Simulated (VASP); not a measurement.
# HfPt2 (P6/mmm) in VASP: a series of runs, part 3 of 3

VASP 6.6.1. Earlier steps stand in the parts before.

## (5) Single point, PBE

This run uses another cell than the first one, of 17.42 Å³/atom.

Input file INCAR:

```
PREC     = Accurate       # precision mode
ENCUT    = 520            # plane-wave cutoff, eV
EDIFF    = 1E-7           # SCF threshold, eV
ISMEAR   = 0              # smearing method
SIGMA    = 0.1            # smearing width, eV
LREAL    = F              # projectors in reciprocal space
LASPH    = T              # aspherical terms in the spheres
NELM     = 100            # most SCF steps
ALGO     = Fast           # electronic algorithm
ISIF     = 2              # what is computed and relaxed
LWAVE    = F              # write WAVECAR
LCHARG   = F              # write CHGCAR
GGA      = PE             # functional
NBANDS   = 22             # bands
```

Input file KPOINTS:

```
regular mesh
0
Gamma
  12 12 16
```

Input file POSCAR:

```
HfPt2
1.0
    4.5995383135      0.0000000000      0.0000000000
   -2.2997691568      3.9833170252      0.0000000000
    0.0000000000      0.0000000000      2.8529885889
Hf Pt
1 2
Direct
    0.0000000000      0.0000000000      0.0000000000
    0.3333333333      0.6666666667      0.5000000000
    0.6666666667      0.3333333333      0.5000000000
```

Potentials or basis: VASP PAW PBE potentials, release 64 (Hf_pv, Pt).

On the command line:

```bash
> cat potpaw_PBE.64/Hf_pv/POTCAR potpaw_PBE.64/Pt/POTCAR > POTCAR
> mpirun -np 1 vasp_std > vasp.out
```

OUTCAR:

```text
PREC = Accurate
   ENCUT = 520
   EDIFF = 1E-7
   ISMEAR = 0
   LREAL = F
   LASPH = T
   NELM = 100
   ISIF = 2
   GGA = PE

 ion  position               nearest neighbor table
   1  0.000  0.000  0.000-   2 3.01   3 3.01   2 3.01   3 3.01   3 3.01   3 3.01   2 3.01   2 3.01
                             3 3.01   3 3.01   2 3.01   2 3.01
   2  0.333  0.667  0.500-   3 2.66   3 2.66   3 2.66   1 3.01   1 3.01   1 3.01   1 3.01   1 3.01
                             1 3.01
   3  0.667  0.333  0.500-   2 2.66   2 2.66   2 2.66   1 3.01   1 3.01   1 3.01   1 3.01   1 3.01
                             1 3.01

  LATTYP: Found a hexagonal cell.
 ALAT       =     4.5995383135
 C/A-ratio  =     0.6202771658

  Lattice vectors:

 A1 = (   4.5995383135,   0.0000000000,   0.0000000000)
 A2 = (  -2.2997691568,   3.9833170252,   0.0000000000)
 A3 = (   0.0000000000,   0.0000000000,   2.8529885889)

Analysis of symmetry for initial positions (statically):
=====================================================================
 Subroutine PRICEL returns:
 Original cell was already a primitive cell.

 Routine SETGRP: Setting up the symmetry group for a
 hexagonal supercell.

 Subroutine GETGRP returns: Found 24 space group operations
 (whereof 24 operations were pure point group operations)
 out of a pool of 24 trial point group operations.

The static configuration has the point symmetry D_6h.

Analysis of symmetry for dynamics (positions and initial velocities):
=====================================================================
 Subroutine PRICEL returns:
 Original cell was already a primitive cell.

 Routine SETGRP: Setting up the symmetry group for a
 hexagonal supercell.

 Subroutine GETGRP returns: Found 24 space group operations
 (whereof 24 operations were pure point group operations)
 out of a pool of 24 trial point group operations.

The dynamic configuration has the point symmetry D_6h.

 Subroutine INISYM returns: Found 24 space group operations
 (whereof 24 operations are pure point group operations),
 and found     1 'primitive' translations

----------------------------------------------------------------------------------------

                                     Primitive cell

  volume of cell :      52.2708

  direct lattice vectors                    reciprocal lattice vectors
     4.599538314  0.000000000  0.000000000     0.217413125  0.125523526  0.000000000
    -2.299769157  3.983317025  0.000000000     0.000000000  0.251047053  0.000000000
     0.000000000  0.000000000  2.852988589     0.000000000  0.000000000  0.350509639

  length of vectors
     4.599538314  4.599538314  2.852988589     0.251047053  0.251047053  0.350509639

  position of ions in fractional coordinates (direct lattice)
     0.000000000  0.000000000  0.000000000
     0.333333333  0.666666667  0.500000000
     0.666666667  0.333333333  0.500000000

  ion indices of the primitive-cell ions
   primitive index   ion index
                 1           1
                 2           2
                 3           3

----------------------------------------------------------------------------------------

 KPOINTS: regular mesh

Automatic generation of k-mesh.
 Grid dimensions read from file:
 generate k-points for:   12   12   16

 Generating k-lattice:

  Cartesian coordinates                     Fractional coordinates (reciprocal lattice)
     0.018117760  0.010460294  0.000000000     0.083333333  0.000000000  0.000000000
     0.000000000  0.020920588  0.000000000     0.000000000  0.083333333  0.000000000
     0.000000000  0.000000000  0.021906852     0.000000000  0.000000000  0.062500000

  Length of vectors
     0.020920588  0.020920588  0.021906852

  Shift w.r.t. Gamma in fractional coordinates (k-lattice)
     0.000000000  0.000000000  0.000000000

 Subroutine IBZKPT returns following result:
 ===========================================

 Found    171 irreducible k-points:

 Following reciprocal coordinates:
            Coordinates               Weight
  0.000000  0.000000  0.000000      1.000000
  0.083333  0.000000  0.000000      6.000000
  0.166667  0.000000  0.000000      6.000000
  0.250000  0.000000  0.000000      6.000000
  0.333333  0.000000  0.000000      6.000000
  0.416667  0.000000  0.000000      6.000000
[... 16 lines left out ...]
  0.250000  0.000000  0.062500     12.000000
  0.333333  0.000000  0.062500     12.000000
 [... further k-points ...]
   k-points           NKPTS =    171   k-points in BZ     NKDIM =    171   number of bands    NBANDS=     22
   number of dos      NEDOS =    301   number of ions     NIONS =      3
   total plane-waves  NPLWV =  31104
   dimension x,y,z NGX =    36 NGY =   36 NGZ =   24
   dimension x,y,z NGXF=    72 NGYF=   72 NGZF=   48
   ions per type =               1   2
   NGX,Y,Z   is equivalent  to a cutoff of  13.01, 13.01, 13.98 a.u.
   NGXF,Y,Z  is equivalent  to a cutoff of  26.02, 26.02, 27.97 a.u.
 SYSTEM =  unknown system
   PREC   = accura    normal or accurate (medium, high low for compatibility)
   ISTART =      0    job   : 0-new  1-cont  2-samecut
   ICHARG =      2    charge: 1-file 2-atom 10-const
   ISPIN  =      1    spin polarized calculation?
   LNONCOLLINEAR =      F non collinear calculations
   LSORBIT =      F    spin-orbit coupling
   LASPH  =      T    aspherical Exc in radial PAW
   ENCUT  =  520.0 eV  38.22 Ry    6.18 a.u.   8.55  8.55  5.30*2*pi/ulx,y,z
   NELM   =    100;   NELMIN=  2; NELMDL= -5     # of ELM steps
   EDIFF  = 0.1E-06   stopping-criterion for ELM
   LREAL  =      F    real-space projection
   EDIFFG = 0.1E-05   stopping-criterion for IOM
   NSW    =      0    number of steps for IOM
   IBRION =     -1    ionic relax: 0-MD 1-quasi-New 2-CG
   NFREE  =      0    steps in history (QN), initial steepest desc. (CG)
   ISIF   =      2    stress and relaxation
   ISYM   =      2    0-nonsym 1-usesym 2-fastsym
   POTIM  = 0.5000    time-step for ionic-motion
   TEBEG  =    0.0;   TEEND  =   0.0 temperature during run
   PSTRESS=    0.0 pullay stress
   NELECT =      30.0000    total number of electrons
   NUPDOWN=      -1.0000    fix difference up-down
   EMIN   =  10.00;   EMAX   =-10.00  energy-range for DOS
   EFERMI =   0.00;   METHOD = LEGACY
   ISMEAR =     0;   SIGMA  =   0.10  broadening in eV -4-tet -1-fermi 0-gaus
   EFERMI_NEDOS =   21; number of points for ismear=-14 and -15
   IALGO  =     68    algorithm
   IMIX   =      4    mixing-type and parameters
     AMIX     =   0.40;   BMIX     =  1.00
     AMIX_MAG =   1.60;   BMIX_MAG =  1.00
  volume/ion in A,a.u.               =      17.42       117.58
  Fermi-wavevector in a.u.,A,eV,Ry     =   1.360491  2.570954 25.183494  1.850935
  Thomas-Fermi vector in A             =   2.487148
   LORBIT       =      0    0 simple, 1 ext, 2 COOP (PROOUT), +10 PAW based schemes
   GGA     = PE    functional components
   LHFCALC =     F    Hartree Fock is set to
   AEXX    =    0.0000 exact exchange contribution
   IVDW    =     0    specifies the selected vdW correction
   LEPSILON=     F    determine dielectric tensor
   LRPA    =     F    only Hartree local field effects (RPA)
 non-spin polarized calculation
 RMM-DIIS sequential band-by-band and
 Gauss-broadening in eV      SIGMA  =   0.10
  energy-cutoff  :      520.00
  volume of cell :       52.27
 maximum number of plane-waves:      1432
 NGX is ok and might be reduce to    36
   NGX = 17   NGY = 17   NGZ = 11

 number of electron      29.9999997 magnetization

 Free energy of the ion-electron system (eV)
  ---------------------------------------------------
  ext. energy  EPLUGINS =         0.00000000
  ---------------------------------------------------
  free energy    TOTEN  =       -24.36525207 eV

  energy without entropy =      -24.34832159  energy(sigma->0) =      -24.35678683

 E-fermi :   8.3986     XC(G=0): -12.5728

 val. band max:        8.3964821579   @ k =   0.3333   0.3333   0.5000
 cond. band min:       8.4011708201   @ k =   0.2500   0.0833   0.2500
 fundamental gap:      0.0046886622
 Fermi energy:         8.3986482414

 k-point     1 :       0.0000    0.0000    0.0000
  band No.  band energies     occupation
      1     -22.4199      2.00000
      2     -22.4199      2.00000
      3     -21.8849      2.00000
      4      -0.5208      2.00000
      5       3.0169      2.00000
      6       4.2334      2.00000
[... 14 lines left out ...]
     21      16.3144      0.00000
     22      16.3145      0.00000
[... 552 lines left out ...]
  band No.  band energies     occupation
      1     -22.4256      2.00000
      2     -22.4150      2.00000
      3     -21.9293      2.00000
      4       0.9843      2.00000
      5       2.8552      2.00000
      6       3.4772      2.00000
[... 14 lines left out ...]
     21      13.8571      0.00000
     22      15.9635      0.00000

 [... further k-points ...]
[... 5 lines left out ...]
  --------------------------------------------------------------------------------------
  -------------------------------------------------------------------------------------
  Total       -0.3410168     -0.3410168     -0.2546419      0.0000000      0.0000000      0.0000000
  in kB      -10.4526689    -10.4526689     -7.8051518      0.0000000      0.0000000      0.0000000
  external PRESSURE =      -9.5701632 kB  Pullay stress =       0.0000000 kB

 VOLUME and BASIS-vectors are now :
 -----------------------------------------------------------------------------
  energy-cutoff  :      520.00
  volume of cell :       52.27
      direct lattice vectors                 reciprocal lattice vectors
     4.599538314  0.000000000  0.000000000     0.217413125  0.125523526  0.000000000
    -2.299769157  3.983317025  0.000000000     0.000000000  0.251047053  0.000000000
     0.000000000  0.000000000  2.852988589     0.000000000  0.000000000  0.350509639

 POSITION                                       TOTAL-FORCE (eV/Angst)
 -----------------------------------------------------------------------------------
      0.00000      0.00000      0.00000         0.000000      0.000000      0.000000
     -0.00000      2.65554      1.42649        -0.000000      0.000000      0.000000
      2.29977      1.32777      1.42649         0.000000      0.000000     -0.000000
 -----------------------------------------------------------------------------------
    total drift:                                0.000000      0.000000     -0.000000

  FREE ENERGIE OF THE ION-ELECTRON SYSTEM (eV)
  ---------------------------------------------------
  free  energy   TOTEN  =       -24.3652520736 eV

  energy  without entropy=      -24.3483215944  energy(sigma->0) =      -24.35678683
```

Wall time 2.2 min (1 thread of Intel Xeon Platinum 8488C (Sapphire Rapids), shared host); peak memory 0.32 GiB.

What came out:

- Free energy: -24.3653 eV
- Pressure: -1.0 GPa
- Band gap on the k mesh: zero (bands 15 and 16 overlap by 3.09 eV)

Stress tensor (GPa, compression positive):
```
-1.05  0.00  0.00
 0.00 -1.05  0.00
 0.00  0.00 -0.78
```

Levels at points of the mesh, in eV from the Fermi level:
| k point | band 13 | band 14 | band 15 | band 16 | band 17 | band 18 |
| --- | --- | --- | --- | --- | --- | --- |
| (0.00, 0.00, 0.00) | -1.10 | -1.10 | -0.87 | -0.35 | -0.35 | 5.09 |
| (0.50, 0.00, 0.00) | -1.29 | -0.65 | -0.40 | -0.29 | 0.56 | 2.78 |
| (0.00, 0.00, 0.50) | -2.55 | 0.57 | 1.87 | 2.79 | 2.79 | 4.42 |
| (0.50, 0.00, 0.50) | -0.84 | -0.72 | 0.70 | 1.02 | 1.79 | 2.17 |

Caveat: spin-orbit coupling is left out, which moves the levels of the heavy elements.

## (6) Relaxation of cell and atoms, PBE

This run uses another cell than the first one, of 17.33 Å³/atom.

Input file INCAR:

```
PREC = Accurate ; ENCUT = 600
EDIFF = 1E-7 ; ISMEAR = 0
SIGMA = 0.1 ; LREAL = F
LASPH = T ; NELM = 100
ALGO = Fast ; ISIF = 3
LWAVE = F ; LCHARG = F
GGA = PE ; IBRION = 2
NSW = 100 ; EDIFFG = -0.01
```

Input file KPOINTS:

```
Automatic mesh
0
Gamma
  12 12 16
```

Input file POSCAR:

```
HfPt2
1.0
    4.6117717721      0.0000000000      0.0000000000
   -2.3058858861      3.9939115111      0.0000000000
    0.0000000000      0.0000000000      2.8224736628
Hf Pt
1 2
Direct
    0.0000000000      0.0000000000      0.0000000000
    0.3333333333      0.6666666667      0.5000000000
    0.6666666667      0.3333333333      0.5000000000
```

Potentials or basis: VASP PAW PBE potentials, release 64 (Hf_pv, Pt).

On the command line:

```bash
> cat potpaw_PBE.64/Hf_pv/POTCAR potpaw_PBE.64/Pt/POTCAR > POTCAR
> mpirun -np 1 vasp_std > vasp.out
```

OUTCAR:

```text
PREC = Accurate
   ENCUT = 600
   EDIFF = 1E-7
   ISMEAR = 0
   LREAL = F
   LASPH = T
   NELM = 100
   ISIF = 3
   GGA = PE
   IBRION = 2
   NSW = 100
   EDIFFG = -0.01

 ion  position               nearest neighbor table
   1  0.000  0.000  0.000-   2 3.01   3 3.01   2 3.01   3 3.01   3 3.01   3 3.01   2 3.01   2 3.01
                             3 3.01   3 3.01   2 3.01   2 3.01
   2  0.333  0.667  0.500-   3 2.66   3 2.66   3 2.66   1 3.01   1 3.01   1 3.01   1 3.01   1 3.01
                             1 3.01
   3  0.667  0.333  0.500-   2 2.66   2 2.66   2 2.66   1 3.01   1 3.01   1 3.01   1 3.01   1 3.01
                             1 3.01

  LATTYP: Found a hexagonal cell.
 ALAT       =     4.6117717721
 C/A-ratio  =     0.6120150351

  Lattice vectors:

 A1 = (   4.6117717721,   0.0000000000,   0.0000000000)
 A2 = (  -2.3058858861,   3.9939115111,   0.0000000000)
 A3 = (   0.0000000000,   0.0000000000,   2.8224736628)

Analysis of symmetry for initial positions (statically):
=====================================================================
 Subroutine PRICEL returns:
 Original cell was already a primitive cell.

 Routine SETGRP: Setting up the symmetry group for a
 hexagonal supercell.

 Subroutine GETGRP returns: Found 24 space group operations
 (whereof 24 operations were pure point group operations)
[... 172 lines left out ...]

  FORCE on cell =-STRESS in cart. coord.  units (eV):
  Direction    XX          YY          ZZ          XY          YZ          ZX
  --------------------------------------------------------------------------------------
  -------------------------------------------------------------------------------------
  Total       -0.4015613     -0.4015613      0.6442584      0.0000000     -0.0000000     -0.0000000
  in kB      -12.3756012    -12.3756012     19.8552126      0.0000000     -0.0000000     -0.0000000
  external PRESSURE =      -1.6319966 kB  Pullay stress =       0.0000000 kB
[... 135 lines left out ...]
--------------------------------------- Ionic step        5  -------------------------------------------

 number of electron      29.9999999 magnetization

 Free energy of the ion-electron system (eV)
  ---------------------------------------------------
  ext. energy  EPLUGINS =         0.00000000
  ---------------------------------------------------
  free energy    TOTEN  =       -24.36595592 eV

  energy without entropy =      -24.34901859  energy(sigma->0) =      -24.35748725

 E-fermi :   8.4584     XC(G=0): -12.5982

 val. band max:        8.4547475678   @ k =   0.4167   0.1667   0.3125
 cond. band min:       8.4599491414   @ k =   0.3333   0.3333   0.5000
 fundamental gap:      0.0052015736
 Fermi energy:         8.4583776549

 k-point     1 :       0.0000    0.0000    0.0000
  band No.  band energies     occupation
      1     -22.3446      2.00000
      2     -22.3446      2.00000
      3     -21.8039      2.00000
      4      -0.4944      2.00000
      5       3.0425      2.00000
      6       4.2687      2.00000
[... 505 lines left out ...]
      6       3.5114      2.00000
[... 11 lines left out ...]
     18      12.1010      0.00000
     19      12.7151      0.00000

 [... further k-points ...]
[... 5 lines left out ...]
  --------------------------------------------------------------------------------------
  -------------------------------------------------------------------------------------
  Total       -0.0007050     -0.0007050      0.0060643      0.0000000      0.0000000     -0.0000000
  in kB       -0.0217081     -0.0217081      0.1867359      0.0000000      0.0000000     -0.0000000
  external PRESSURE =       0.0477732 kB  Pullay stress =       0.0000000 kB
[... 18 lines left out ...]
  FREE ENERGIE OF THE ION-ELECTRON SYSTEM (eV)
  ---------------------------------------------------
  free  energy   TOTEN  =       -24.3659559176 eV

  energy  without entropy=      -24.3490185869  energy(sigma->0) =      -24.35748725

 reached required accuracy - stopping structural energy minimisation
```

OSZICAR:

```text
N       E                     dE             d eps       ncg     rms          rms(c)
DAV:   1     0.166430235502E+03    0.16643E+03   -0.17204E+04  6498   0.171E+03
DAV:   2    -0.182549056390E+02   -0.18469E+03   -0.17697E+03  7396   0.355E+02
DAV:   3    -0.255138032779E+02   -0.72589E+01   -0.69393E+01  7915   0.545E+01
[... 54 lines left out ...]
RMM:   5    -0.243659436052E+02   -0.12934E-04   -0.34613E-04  6856   0.102E-01    0.540E-02
RMM:   6    -0.243659533122E+02   -0.97070E-05   -0.51749E-05  7137   0.359E-02    0.153E-02
RMM:   7    -0.243659556460E+02   -0.23339E-05   -0.88667E-06  7265   0.151E-02    0.128E-02
RMM:   8    -0.243659559077E+02   -0.26162E-06   -0.25413E-06  6673   0.745E-03    0.221E-03
RMM:   9    -0.243659559176E+02   -0.99358E-08   -0.32372E-07  4621   0.320E-03
   5 F= -.24365956E+02 E0= -.24357487E+02  d E =-.254528E-03
```

It took 10 min on 1 thread of Intel Xeon Platinum 8488C (Sapphire Rapids), shared host; peak memory 0.38 GiB.

What came out:

```
Free energy                           : -24.3660 eV
Relaxed volume                        : 17.34 Å³/atom
Relaxed cell                          : a = 4.592 Å, b = 4.592 Å, c = 2.849 Å, α = 90.00°, β = 90.00°, γ = 120.00°
Space group after relaxing (to 0.1 Å) : P6/mmm (No. 191)
Energy gained by relaxing             : 1.6 meV/atom
Ionic steps                           : 5
Pressure after relaxing               : 0.0 GPa
Band gap on the k mesh                : zero (bands 15 and 16 overlap by 3.11 eV)
```

The path:
```tsv
step	energy change (eV)	largest force (eV/Å)	pressure (GPa)	volume (Å³)
1	0.0000	0.0000	-0.16	51.99
2	-0.0039	0.0000	0.80	51.85
3	-0.0044	0.0000	0.54	51.88
4	-0.0040	0.0000	-0.89	52.28
5	-0.0047	0.0000	0.00	52.03
```

Final structure:
```xyz
3
Lattice="4.5923 0.0000 0.0000 -2.2962 3.9771 0.0000 0.0000 0.0000 2.8489" Properties=species:S:1:pos:R:3 pbc="T T T"
Hf   -2.2962    3.9771    0.0000
Pt    0.0000    2.6514    1.4244
Pt    2.2962    1.3257    1.4244
```

Caveat: spin-orbit coupling is left out, which moves the levels of the heavy elements.

## (7) The runs side by side

```csv
task,cell,k mesh,cutoff (eV),gap on the mesh (eV),pressure (GPa),relaxed volume (Å³/atom)
single point,"a = 4.511, b = 4.511, c = 2.868 Å, angles 90.0, 90.0, 120.0°, 3 atoms",6 × 6 × 6,520,none,6.5,-
single point,"a = 4.612, b = 4.612, c = 2.822 Å, angles 90.0, 90.0, 120.0°, 3 atoms",6 × 6 × 6,520,none,-1.0,-
relaxation of cell and atoms,"relaxed from a = 4.511, b = 4.511, c = 2.868 Å, angles 90.0, 90.0, 120.0°, 3 atoms",6 × 6 × 6,600,none,-0.2,17.26
single point,"a = 4.600, b = 4.600, c = 2.853 Å, angles 90.0, 90.0, 120.0°, 3 atoms",12 × 12 × 16,520,none,-1.0,-
relaxation of cell and atoms,"relaxed from a = 4.612, b = 4.612, c = 2.822 Å, angles 90.0, 90.0, 120.0°, 3 atoms",12 × 12 × 16,600,none,0.0,17.34
```

Alike in all rows: level PBE; potentials or basis VASP PAW PBE potentials, release 64 (Hf_pv, Pt); no spin polarisation; smearing gaussian 0.1 eV.

Caveats: some runs use coarse meshes; spin-orbit coupling is left out, which moves the levels of the heavy elements.

Absolute energies hang on the potentials; compare differences alone.
